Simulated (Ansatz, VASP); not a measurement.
**As: VASP beside Ansatz**

```
As
1.0
     4.08544    2.35873    4.68830
    -4.08544    2.35873    4.68830
     0.00000   -4.71746    4.68830
As
12
Direct
  0.03785 0.65469 0.03785
  0.03785 0.03785 0.65469
  0.65469 0.03785 0.03785
  0.96215 0.34531 0.96215
  0.34531 0.96215 0.96215
  0.96215 0.96215 0.34531
  0.28797 0.61358 0.28797
  0.28797 0.28797 0.61358
  0.61358 0.28797 0.28797
  0.71203 0.38642 0.71203
  0.38642 0.71203 0.71203
  0.71203 0.71203 0.38642
```

Alike in both runs: functional PBEsol; k mesh 6 × 6 × 6; occupations gaussian, width 0.1 eV; no spin polarisation.

Ansatz relaxed the structure, and its values are those at the end. VASP's run is a single point on that final structure, the one shown.

|  | VASP | Ansatz |
| --- | --- | --- |
| version | VASP 6.6.1 | Ansatz 0.2.0 |
| potentials or method | VASP PAW PBE potentials, release 64 (As), cutoff 520 eV | scalar-relativistic, plane waves, PAW |
| valence electrons in the cell | 60 | 180 |

VASP gave:

| Property | Result |
| --- | --- |
| gap on the k mesh at the Fermi level (eV) | none |
| pressure (GPa) | 0.3 |
| rms of the force components (eV/Å) | 0.016 |

Task: Which values does Ansatz return?

Result: gap on the k mesh at the Fermi level (eV): none; pressure (GPa): 0.0; rms of the force components (eV/Å): 0.004.

VASP's potentials were made for PBE, not for PBEsol. A gap of «none» marks a metal or a gap that the smearing closes. With one functional, cell and mesh, what is left measures potentials, basis and numerics. VASP's potentials hold 60 valence electrons a cell and Ansatz's 180, so a difference there can come from the potentials and not from the codes.
